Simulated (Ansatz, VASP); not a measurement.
Two plane-wave programs on AlP8

```
Al P
1.0
     3.24189    0.00000    0.00000
     0.00000   10.89052    0.00000
     0.00000    0.00000    4.50867
Al P
1 8
Direct
  0.00000 0.00000 0.70420
  0.50000 0.85199 0.43312
  0.00000 0.84130 0.07358
  0.50000 0.64935 0.56618
  0.00000 0.64700 0.90502
  0.50000 0.35065 0.56618
  0.00000 0.35300 0.90502
  0.50000 0.14801 0.43312
  0.00000 0.15870 0.07358
```

Alike in both runs: functional PBE; dispersion D3(BJ); k mesh 6 × 2 × 4; occupations gaussian, width 0.1 eV; no spin polarisation.

Ansatz relaxed the structure, and its values are those at the end. VASP's run is a single point on that final structure, the one shown.

|  | VASP | Ansatz |
| --- | --- | --- |
| version | VASP 6.6.1 | Ansatz 0.2.0 |
| potentials or method | VASP PAW PBE potentials, release 64 (Al, P), cutoff 520 eV | scalar-relativistic, plane waves, PAW |
| valence electrons in the cell | 43 | 43 |

|  | VASP | Ansatz | Ansatz less VASP |
| --- | --- | --- | --- |
| gap on the k mesh at the Fermi level (eV) | none | none | - |
| pressure (GPa) | -0.2 | 0.1 | +0.28 |
| rms of the force components (eV/Å) | 0.034 | 0.020 | -0.0136 |

A gap of «none» marks a metal or a gap that the smearing closes.
